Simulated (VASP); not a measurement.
# H (Cmce) in VASP: notebook, part 2 of 2

VASP 6.6.1. Earlier steps stand in the parts before.

## Step 3: Single point, PBE (volume changed by -5%)

INCAR reads:

```
PREC = Accurate
ENCUT = 500
EDIFF = 1E-6
ISMEAR = 0
SIGMA = 0.01
LREAL = False
LASPH = True
NELM = 120
ALGO = Normal
ISIF = 2
LWAVE = False
LCHARG = False
GGA = PE
NBANDS = 10
GGA_COMPAT = False
```

KPOINTS reads:

```
regular mesh
0
Gamma
  4 4 4
```

POSCAR reads:

```
H
1.0
    2.5767796859     -2.4722474266      0.0000000000
    2.5767796859      2.4722474266      0.0000000000
    0.0000000000      0.0000000000      4.6915919466
H
4
Direct
    0.9500153652      0.0499846348      0.0571770718
    0.4500153652      0.5499846348      0.4428229282
    0.5499846348      0.4500153652      0.5571770718
    0.0499846348      0.9500153652      0.9428229282
```

Potentials or basis: VASP PAW PBE potentials, release 64 (H).

On the command line:

```sh
> cat potpaw_PBE.64/H/POTCAR > POTCAR
> mpirun -np 1 vasp_std > vasp.out
```

OUTCAR:

```text
PREC = Accurate
   ENCUT = 500
   EDIFF = 1E-6
   ISMEAR = 0
   LREAL = False
   LASPH = True
   NELM = 120
   ISIF = 2
   GGA = PE

 ion  position               nearest neighbor table
   1  0.950  0.050  0.057-   4 0.73
   2  0.450  0.550  0.443-   3 0.73
   3  0.550  0.450  0.557-   2 0.73
   4  0.050  0.950  0.943-   1 0.73

  LATTYP: Found a base centered orthorhombic cell.
 ALAT       =     4.9444948532
 B/A-ratio  =     1.0422822806
 C/A-ratio  =     0.9488516190
[... 465 lines left out ...]

  FORCE on cell =-STRESS in cart. coord.  units (eV):
  Direction    XX          YY          ZZ          XY          YZ          ZX
  --------------------------------------------------------------------------------------
  -------------------------------------------------------------------------------------
  Total       -0.0593118      0.4403836      0.5390739      0.0000000      0.0000000      0.0000000
  in kB       -1.5897615     11.8038123     14.4490559      0.0000000      0.0000000      0.0000000
  external PRESSURE =       8.2210356 kB  Pullay stress =       0.0000000 kB

 VOLUME and BASIS-vectors are now :
 -----------------------------------------------------------------------------
  energy-cutoff  :      500.00
  volume of cell :       59.77
      direct lattice vectors                 reciprocal lattice vectors
     2.576779686 -2.472247427  0.000000000     0.194040648 -0.202245129  0.000000000
     2.576779686  2.472247427  0.000000000     0.194040648  0.202245129  0.000000000
     0.000000000  0.000000000  4.691591947     0.000000000  0.000000000  0.213147267

 POSITION                                       TOTAL-FORCE (eV/Angst)
 -----------------------------------------------------------------------------------
      2.57678     -2.22510      0.26825         0.000000      0.524909      0.569363
      2.57678      0.24715      2.07754         0.000000      0.524909     -0.569363
      2.57678     -0.24715      2.61405         0.000000     -0.524909      0.569363
      2.57678      2.22510      4.42334         0.000000     -0.524909     -0.569363
 -----------------------------------------------------------------------------------
    total drift:                               -0.000000     -0.000000     -0.000000

  FREE ENERGIE OF THE ION-ELECTRON SYSTEM (eV)
  ---------------------------------------------------
  free  energy   TOTEN  =       -13.5644768695 eV

  energy  without entropy=      -13.5644768695  energy(sigma->0) =      -13.56447687
```

stdout:

```text
POSCAR found type information on POSCAR H
 POSCAR found :  1 types and       4 ions
 scaLAPACK will be used
 LDA part: xc-table for (Slater+PW92), standard interpolation
 POSCAR, INCAR and KPOINTS ok, starting setup
 FFT: planning ... GRIDC
 FFT: planning ... GRID_SOFT
 FFT: planning ... GRID
 WAVECAR not read
 entering main loop
```

It took 14 s on 1 thread of Intel Xeon 8259CL, shared host; peak memory 0.16 GiB.

Results:

```
Free energy            : -13.5645 eV
Pressure               : 0.8 GPa
Largest force          : 0.774 eV/Å
Band gap on the k mesh : 9.60 eV, indirect (least direct gap 10.01 eV)
```

Forces in eV/Å, atoms in the order of the input:
```
H    0.000  0.525  0.569
H    0.000  0.525 -0.569
H    0.000 -0.525  0.569
H    0.000 -0.525 -0.569
```

Stress tensor (GPa, compression positive):
```
-0.16  0.00  0.00
 0.00  1.18  0.00
 0.00  0.00  1.44
```

Levels at points of the mesh, in eV from the valence-band top:
| k point | band 1 | band 2 | band 3 | band 4 | band 5 | band 6 | band 7 |
| --- | --- | --- | --- | --- | --- | --- | --- |
| (0.00, 0.00, 0.00) | -1.41 | 0.00 | 10.69 | 12.49 | 13.98 | 15.32 | 16.35 |
| (0.50, 0.00, 0.00) | -0.47 | -0.47 | 10.78 | 10.78 | 13.53 | 13.53 | 17.92 |
| (0.50, 0.50, 0.00) | -0.28 | -0.11 | 10.32 | 11.02 | 13.80 | 15.33 | 15.52 |
| (0.00, 0.00, 0.50) | -0.74 | -0.74 | 10.85 | 10.85 | 15.93 | 15.93 | 17.95 |
| (0.50, 0.00, 0.50) | -0.42 | -0.42 | 9.60 | 9.60 | 15.96 | 15.96 | 17.20 |
| (0.50, 0.50, 0.50) | -0.16 | -0.16 | 11.51 | 11.51 | 12.70 | 12.70 | 13.24 |

Caveat: the k points lie up to 0.44 Å⁻¹ apart; the cell differs from its parent crystal (volume changed by -5%). A k mesh can miss the band edges.

## Step 4: Single point, PBE

This run uses another cell than the first one, of 15.73 Å³/atom, 1.111 times its volume.

INCAR reads:

```
PREC     = Accurate       # precision mode
ENCUT    = 500            # plane-wave cutoff, eV
EDIFF    = 1E-6           # SCF threshold, eV
ISMEAR   = 0              # smearing method
SIGMA    = 0.01           # smearing width, eV
LREAL    = False          # projectors in reciprocal space
LASPH    = True           # aspherical terms in the spheres
NELM     = 120            # most SCF steps
ALGO     = Normal         # electronic algorithm
ISIF     = 2              # what is computed and relaxed
LWAVE    = False          # write WAVECAR
LCHARG   = False          # write CHGCAR
GGA      = PE             # functional
NBANDS   = 10             # bands
GGA_COMPAT= False
```

KPOINTS reads:

```
Automatic mesh
0
Gamma
  4 4 4
```

POSCAR reads:

```
H
1.0
    2.6212156543     -2.5148807604      0.0000000000
    2.6212156543      2.5148807604      0.0000000000
    0.0000000000      0.0000000000      4.7724973621
H
4
Direct
    0.9500153652      0.0499846348      0.0571770718
    0.4500153652      0.5499846348      0.4428229282
    0.5499846348      0.4500153652      0.5571770718
    0.0499846348      0.9500153652      0.9428229282
```

On the command line:

```sh
> cat potpaw_PBE.64/H/POTCAR > POTCAR
> mpirun -np 1 vasp_std > vasp.out
```

It took 14 s on 1 thread of Intel Xeon 8259CL, shared host; peak memory 0.15 GiB.

It converged, with:

| Item | Value |
| --- | --- |
| Free energy | -13.5782 eV |
| Pressure | 0.2 GPa |
| Largest force | 0.302 eV/Å |
| Band gap on the k mesh | 9.52 eV, indirect (least direct gap 9.91 eV) |

Forces on the atoms (eV/Å):
```
H    0.000  0.205  0.222
H    0.000  0.205 -0.222
H    0.000 -0.205  0.222
H    0.000 -0.205 -0.222
```

Stress tensor (GPa, compression positive):
```
-0.18  0.00  0.00
 0.00  0.30  0.00
 0.00  0.00  0.41
```

Levels at points of the mesh, in eV from the valence-band top:
```csv
k point,band 1,band 2,band 3,band 4,band 5,band 6
"(0.00, 0.00, 0.00)",-1.30,0.00,10.55,12.23,13.69,15.08
"(0.50, 0.00, 0.00)",-0.43,-0.43,10.64,10.64,13.30,13.30
"(0.50, 0.50, 0.00)",-0.27,-0.10,10.20,10.92,13.50,15.07
"(0.00, 0.00, 0.50)",-0.68,-0.68,10.68,10.68,15.59,15.59
"(0.50, 0.00, 0.50)",-0.38,-0.38,9.52,9.52,15.64,15.64
"(0.50, 0.50, 0.50)",-0.15,-0.15,11.34,11.34,12.55,12.55
```

Caveat: the k points lie up to 0.43 Å⁻¹ apart.

## Step 5: The runs side by side

| cell | gap on the mesh (eV) | pressure (GPa) | largest force (eV/Å) |
| --- | --- | --- | --- |
| a = 3.507, b = 3.507, c = 4.608 Å, angles 90.0, 90.0, 87.6°, 4 atoms | 9.67 | 1.6 | 1.31 |
| a = 3.571, b = 3.571, c = 4.692 Å, angles 90.0, 90.0, 87.6°, 4 atoms | 9.60 | 0.8 | 0.77 |
| a = 3.633, b = 3.633, c = 4.772 Å, angles 90.0, 90.0, 87.6°, 4 atoms | 9.52 | 0.2 | 0.30 |

Alike in all rows: task single point; level PBE; potentials or basis VASP PAW PBE potentials, release 64 (H); no spin polarisation; k mesh 4 × 4 × 4; cutoff (eV) 500; smearing gaussian 0.01 eV.

Caveats: all runs use coarse meshes; forces of over 1 eV/Å act on the atoms, so gaps and moduli don't describe the material at rest (some runs).

Absolute energies hang on the potentials; compare differences alone.
